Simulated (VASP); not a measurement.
Crystal: Al3BP2.

```
CELL_PARAMETERS angstrom
3.91097 0.00000 0.00000
0.24848 4.95222 0.00000
0.43113 2.22756 9.80889
ATOMIC_POSITIONS crystal
Al 0.99632 0.66856 0.20875
Al 0.03212 0.33830 0.77282
Al 0.53872 0.07315 0.27238
Al 0.55914 0.91533 0.76333
Al 0.49812 0.47455 0.00630
Al 0.37726 0.46618 0.49098
B 0.50051 0.52495 0.23550
B 0.52344 0.47640 0.77497
P 0.00921 0.14369 0.06416
P 0.87453 0.16581 0.55974
P 0.06792 0.89876 0.42119
P 0.02270 0.85431 0.92989
```

- Program: VASP 6.6.1
- Task: relaxation of cell and atoms
- Functional: PBE
- Potentials or basis: VASP PAW PBE potentials, release 64 (Al, B, P)
- Cutoff: 600 eV
- k mesh: 4 × 4 × 2
- Occupations: gaussian, width 0.1 eV
- Spin: no spin polarisation

At the start: pressure -0.3 GPa; volume 15.83 Å³/atom.

Problem. How do energy, volume and symmetry change on relaxing?

Solution. Over 74 steps the energy falls by 172.8 meV/atom and the volume is 16.89 Å³/atom (+6.7 %); space group P1 (No. 1, to 0.1 Å) before and after.

The path:
```csv
step,energy change (eV),largest force (eV/Å),pressure (GPa),volume (Å³)
1,0.0000,0.4116,-0.31,189.98
3,-0.1186,0.7388,0.98,186.54
5,-0.1673,0.5314,0.44,187.78
7,-0.2303,0.3228,-0.78,191.02
9,-0.2627,0.2221,0.60,188.93
11,-0.2821,0.1778,-0.07,190.59
13,-0.2895,0.1553,-0.01,190.86
15,-0.2954,0.1290,0.01,191.03
17,-0.3036,0.1166,-0.01,191.43
19,-0.3092,0.1186,0.02,191.62
21,-0.3148,0.1036,-0.07,191.91
23,-0.3198,0.1504,0.12,191.70
25,-0.3315,0.2012,-0.14,192.25
27,-0.3338,0.2649,-0.28,192.56
29,-0.3450,0.2488,-0.32,192.48
31,-0.3544,0.4498,-0.16,191.82
33,-0.3812,0.3039,-0.14,191.67
35,-0.4211,0.3358,0.22,190.89
37,-0.4975,0.3711,-0.04,191.86
39,-0.1373,3.0604,3.16,192.86
41,-0.6517,0.9321,0.61,192.58
43,-0.7115,1.0295,0.72,193.95
45,-0.8668,0.7458,-0.14,196.27
47,-0.8962,0.9615,-0.54,197.76
49,-1.1336,0.8059,-0.11,198.86
51,-1.2153,0.9046,0.47,199.74
53,-1.5037,0.9039,-0.25,204.04
55,-1.6664,0.7544,-0.47,204.98
57,-1.8518,0.7254,0.54,202.65
59,-1.9440,0.4689,-0.61,204.53
61,-1.9976,0.3621,0.79,201.53
63,-2.0328,0.2112,-0.28,203.59
65,-2.0503,0.1631,0.20,202.67
67,-2.0600,0.1596,-0.17,203.42
69,-2.0681,0.1296,0.02,202.81
71,-2.0713,0.0714,0.00,202.73
73,-2.0725,0.0602,-0.01,202.69
74,-2.0730,0.0356,0.00,202.64
```

Final structure:
```
Al B P
1.0
     3.89432   -0.24024    0.19726
    -0.01679    6.67413   -0.76708
     0.79322    1.59073    7.64965
Al B P
6 2 4
Cartesian
  0.1909 4.6002 1.1063
  4.4466 3.3352 5.4971
  2.4165 1.6366 2.4602
  2.8472 6.5328 5.5263
  1.7546 2.4610 -0.2007
  2.2401 4.7669 3.3203
  2.0541 3.5533 1.6090
  2.5656 4.4189 5.3428
  3.6479 0.9141 0.4093
  3.6749 1.2527 4.4781
  0.9090 6.5725 2.4767
  0.8803 7.3080 6.6290
```

Caveat: a cell axis changed by over 15 % at a fixed basis, so the end point is rough.
